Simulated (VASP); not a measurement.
Input of a VASP 6.6.1 run:

Contents of INCAR:

```
SYSTEM = SrTiO3
PREC     = Accurate       ! precision mode
ENCUT    = 520            ! plane-wave cutoff, eV
EDIFF    = 1E-7           ! SCF threshold, eV
ISMEAR   = 0              ! smearing method
SIGMA    = 0.05           ! smearing width, eV
LREAL    = .FALSE.        ! projectors in reciprocal space
LASPH    = .TRUE.         ! aspherical terms in the spheres
NELM     = 80             ! most SCF steps
ALGO     = Normal         ! electronic algorithm
ISIF     = 2              ! what is computed and relaxed
LWAVE    = .FALSE.        ! write WAVECAR
LCHARG   = .FALSE.        ! write CHGCAR
GGA      = PS             ! functional
NBANDS   = 51             ! bands
KPAR     = 2
```

KPOINTS

```
Automatic mesh
0
G
  8 8 8
  0 0 0
```

POSCAR

```
SrTiO3
1.0
   -2.7821903539      2.8341160128      4.0213104330
    2.8341160128     -2.7821903539      4.0213104330
    2.8186866038      2.8186866038     -3.9848141831
Sr Ti O
2 2 6
Direct
    0.7500000000      0.2500000000      0.5000000000
    0.2500000000      0.7500000000      0.5000000000
    0.0000000000      0.0000000000      0.0000000000
    0.5000000000      0.5000000000      0.0000000000
    0.2500000000      0.2500000000      0.0000000000
    0.7500000000      0.7500000000      0.0000000000
    0.7252818597      0.2252818597      0.9505637194
    0.2252818597      0.2747181403      0.5000000000
    0.2747181403      0.7747181403      0.0494362806
    0.7747181403      0.7252818597      0.5000000000
```

Potentials or basis: VASP PAW PBE potentials, release 64 (Sr_sv, Ti_sv, O).

The run is started by

```bash
$ cat potpaw_PBE.64/Sr_sv/POTCAR potpaw_PBE.64/Ti_sv/POTCAR potpaw_PBE.64/O/POTCAR > POTCAR
$ mpirun -np 2 vasp_std > vasp.out
```

(1) Estimate the band gap on the k mesh.

(2) Estimate the pressure.

## Answers

(1) 1.73 eV (least direct gap 1.74 eV).

(2) -13.0 GPa.

Caveat: the cell stands under tension; the PAW data sets were made with another functional, which shifts forces and pressure a little.
